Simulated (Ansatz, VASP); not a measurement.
Fe in VASP and in Ansatz

```
Fe
1.0
     0.00000    1.95460    1.97812
     1.50836    0.00000    1.97812
     1.50836    1.95460    0.00000
Fe
1
Direct
  0.00000 0.00000 0.00000
```

Alike in both runs: task single point; functional r2SCAN; k mesh 13 × 13 × 13; occupations fermi-dirac, width 0.05 eV; collinear spin.

```csv
,VASP,Ansatz
version,VASP 6.6.1,Ansatz 0.2.0
potentials or method,"VASP PAW PBE potentials, release 64 (Fe)",Ansatz PAW
plane-wave cutoff (eV),520,500
valence electrons in the cell,8,16
```

|  | VASP | Ansatz | Ansatz less VASP |
| --- | --- | --- | --- |
| gap on the k mesh at the Fermi level (eV) | none | none | - |
| pressure (GPa) | 2.0 | 2.4 | +0.40 |
| traceless stress, the component that is largest in VASP (GPa) | -4.04 | -4.18 | -0.134 |
| net moment per atom (μB) | 2.65 | 2.66 | +0.003 |
| size of the moment on the site where the two differ most (μB) | 2.72 | 2.80 | +0.086 |

VASP's potentials were made for PBE, not for r2SCAN. Site moments also hang on the region over which each program counts them. A gap of «none» marks a metal or a gap that the smearing closes. VASP's potentials hold 8 valence electrons a cell and Ansatz's 16, so a difference there can come from the potentials and not from the codes.

Noted on Ansatz's run: the magnetic or orbital state may not be the lowest.
